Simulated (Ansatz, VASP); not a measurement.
## Ir: VASP beside Ansatz

INCAR

```
SYSTEM = Ir
PREC     = Accurate       ! precision mode
ENCUT    = 520            ! plane-wave cutoff, eV
EDIFF    = 1E-6           ! SCF threshold, eV
ISMEAR   = 0              ! smearing method
SIGMA    = 0.15           ! smearing width, eV
LREAL    = .FALSE.        ! projectors in reciprocal space
LASPH    = .TRUE.         ! aspherical terms in the spheres
NELM     = 80             ! most SCF steps
ALGO     = Normal         ! electronic algorithm
ISIF     = 2              ! what is computed and relaxed
LWAVE    = .FALSE.        ! write WAVECAR
LCHARG   = .TRUE.         ! write CHGCAR
GGA      = PE             ! functional
LELF     = .TRUE.         ! ELF
LVHAR    = .TRUE.       
NBANDS   = 16             ! bands
```

Contents of KPOINTS:

```
Automatic mesh
0
G
  18 18 12
  0 0 0
```

The input POSCAR:

```
Ir
1.0
    2.7513778946      0.0000000000      0.0000000000
   -1.3756889473      2.3827631521      0.0000000000
    0.0000000000      0.0000000000      4.6407816000
Ir
2
Direct
    0.6666666667      0.3333333333      0.7500000000
    0.3333333333      0.6666666667      0.2500000000
```

Input for Ansatz:

```yaml
crystal:
  lattice:
    - [2.7513778946, 0.0, 0.0]
    - [-1.3756889473, 2.3827631521, 0.0]
    - [0.0, 0.0, 4.6407816]
  atoms:
    - { symbol: Ir, position: [0.6666666667, 0.3333333333, 0.75] }
    - { symbol: Ir, position: [0.3333333333, 0.6666666667, 0.25] }
basis:
  ecutwfc: 420
kpoints:
  mp_grid: { grid: [18, 18, 12] }
hamiltonian:
  xc: pbe
scf:
  occupations: { method: gaussian, width: 0.15 }
output:
  forces: true
  stress: true
  eigenvalues: true
  write_density: true
  write_potential: true
  elf: true
  volumetric_format: npy
```

Change from the starting cell: strain +0.000 along x and y, +0.040 along z, atoms carried along.

Alike in both runs: task single point; functional PBE; k mesh 18 × 18 × 12; occupations gaussian, width 0.15 eV; no spin polarisation.

|  | VASP | Ansatz |
| --- | --- | --- |
| version | VASP 6.6.1 | Ansatz 0.2.0 |
| potentials or method | VASP PAW PBE potentials, release 64 (Ir), cutoff 520 eV | scalar-relativistic, plane waves, PAW |
| valence electrons in the cell | 18 | 34 |

|  | VASP | Ansatz | Ansatz less VASP |
| --- | --- | --- | --- |
| gap on the k mesh at the Fermi level (eV) | none | none | - |
| pressure (GPa) | -12.6 | -12.9 | -0.35 |
| traceless stress, the component that is largest in VASP (GPa) | -7.60 | -7.64 | -0.042 |

A gap of «none» marks a metal or a gap that the smearing closes. VASP's potentials hold 18 valence electrons a cell and Ansatz's 34, so a difference there can come from the potentials and not from the codes.

Spin-orbit coupling is off throughout.
